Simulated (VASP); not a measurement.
Write the native input for VASP 6.6.1 that does the following.

```
Task                   : single point
Functional             : PBE
Potentials or basis    : VASP PAW PBE potentials, release 64 (Zn, C)
Cutoff                 : 520 eV
k mesh                 : 6 × 6 × 2
Occupations            : gaussian, width 0.1 eV
Spin                   : no spin polarisation
Dipole correction      : no
Further INCAR settings : ALGO = Normal; EDIFF = 1e-07; NBANDS = 28
```

The structure of Zn3C lies in POSCAR:

```
Zn3C
1.0
    3.1071858123      0.0000000034      0.0000000000
   -1.5535929091      2.6909018460      0.0000000000
    0.0000000000      0.0000000000      6.4984143403
Zn C
3 1
Direct
    0.0000000000      0.0000000000      0.5000000000
    0.6666666667      0.3333333333      0.1855861399
    0.6666666667      0.3333333333      0.8144138601
    0.0000000000      0.0000000000      0.0000000000
```

The input as run:

INCAR

```
PREC = Accurate ; ENCUT = 520
EDIFF = 1E-7 ; ISMEAR = 0
SIGMA = 0.1 ; LREAL = False
LASPH = True ; NELM = 100
ALGO = Normal ; ISIF = 2
LWAVE = False ; LCHARG = True
GGA = PE ; LELF = True
LVHAR = True ; NBANDS = 28
```

KPOINTS

```
regular mesh
0
Gamma
  6 6 2
```

Potentials or basis: VASP PAW PBE potentials, release 64 (Zn, C).

Command:

```console
$ cat potpaw_PBE.64/Zn/POTCAR potpaw_PBE.64/C/POTCAR > POTCAR
$ mpirun -np 1 vasp_std > vasp.out
```

It gave:

```json
{
 "Pressure": "0.5 GPa",
 "Largest force": "0.033 eV/Å",
 "Band gap on the k mesh": "zero (band 20 reaches 4.69 eV, above the bottom of band 21 at 2.56 eV)"
}
```

Caveat: the k points lie up to 0.48 Å⁻¹ apart.

Run time: 11 s on 1 thread of Intel(R) Xeon(R) 6975P-C (Granite Rapids), with other jobs on the host, peak memory 0.17 GiB.
